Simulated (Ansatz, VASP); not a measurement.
# One calculation of Pt, two programs

```
CELL_PARAMETERS angstrom
0.00000 1.96090 1.96090
1.96090 0.00000 1.96090
1.96090 1.96090 0.00000
ATOMIC_POSITIONS crystal
Pt 0.00000 0.00000 0.00000
```

Alike in both runs: task single point; functional HSE06; k mesh 5 × 5 × 5; occupations fermi-dirac, width 0.05 eV; non-collinear spin, spin-orbit coupling.

|  | VASP | Ansatz |
| --- | --- | --- |
| version | VASP 6.6.1 | Ansatz 0.2.0 |
| potentials or method | VASP PAW PBE potentials, release 64 (Pt) | Ansatz PAW |
| plane-wave cutoff (eV) | 520 | 420 |
| valence electrons in the cell | 10 | 18 |

Ansatz gave:

| Item | Value |
| --- | --- |
| pressure (GPa) | 7.3 |

Problem. Estimate VASP's values.

Solution. Pressure (GPa): 8.2.

VASP's potentials hold 10 valence electrons a cell and Ansatz's 18, so a difference there can come from the potentials and not from the codes.

The k mesh is coarse, so the values compare programs but aren't converged.
